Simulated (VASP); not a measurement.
Crystal: MgO.

```
CELL_PARAMETERS angstrom
0.00000 2.22409 2.22409
2.22409 0.00000 2.22409
2.22409 2.22409 0.00000
ATOMIC_POSITIONS crystal
Mg 0.00000 0.00000 0.00000
O 0.50000 0.50000 0.50000
```

This cell differs from its parent crystal: strain +5.8%.

Base run:

```yaml
Program: VASP 6.6.1
Functional: r2SCAN
Potentials_or_basis: VASP PAW PBE potentials, release 64 (Mg, O)
Cutoff: 520 eV
k_mesh: 10 × 10 × 10
Occupations: gaussian, width 0.01 eV
Spin: no spin polarisation
```

Its results: band gap on the k mesh 4.11 eV, direct; pressure -20.9 GPa.

Problem. The run is repeated on the same cell with these changes: functional from r2SCAN to PBE; occupations from gaussian, width 0.01 eV to fermi-dirac, width 0.02 eV. What comes out?

Solution. Band gap on the k mesh 3.29 eV, direct; pressure -15.9 GPa.

Caveats: the PAW data sets were made with another functional, which shifts forces and pressure a little (some runs).

